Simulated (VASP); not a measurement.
AgBr: single point with HSE06

AgBr:

```
CELL_PARAMETERS angstrom
0.00000 2.89273 2.89273
2.89273 0.00000 2.89273
2.89273 2.89273 0.00000
ATOMIC_POSITIONS crystal
Ag 0.00000 0.00000 0.00000
Br 0.50000 0.50000 0.50000
```

* Program: VASP 6.6.1
* Task: single point
* Functional: HSE06
* Potentials or basis: VASP PAW PBE potentials, release 64 (Ag, Br)
* Cutoff: 400 eV
* k mesh: 4 × 4 × 4
* Occupations: gaussian, width 0.01 eV
* Spin: no spin polarisation
* Dipole correction: no
* Grid for exact exchange (PRECFOCK): Normal
* Further INCAR settings: ALGO = Normal; EDIFF = 1e-06; NBANDS = 16
* Screening parameter: 0.2079 1/Å

```json
{
  "Pressure": "0.8 GPa",
  "Band gap on the k mesh": "2.02 eV, indirect (least direct gap 3.77 eV)"
}
```

Levels at points of the mesh, in eV from the valence-band top:
```
           k point  band 7  band 8  band 9  band 10  band 11  band 12
(0.00, 0.00, 0.00)   -1.75   -1.75   -1.75     2.02    11.31    11.31
(0.50, 0.00, 0.00)   -2.46    0.00    0.00     5.03     8.23     8.23
(0.50, 0.50, 0.00)   -2.76   -2.69   -2.69     3.08     8.29    10.53
```

Wall time 5.9 min on 1 thread of Intel(R) Xeon(R) Platinum 8259CL CPU @ 2.50GHz (Skylake/Cascade Lake) (shared host), peak memory 0.27 GiB.

Caveat: the k points lie up to 0.47 Å⁻¹ apart; the PAW data sets were made with another functional, which shifts forces and pressure a little. A k mesh can miss the band edges.
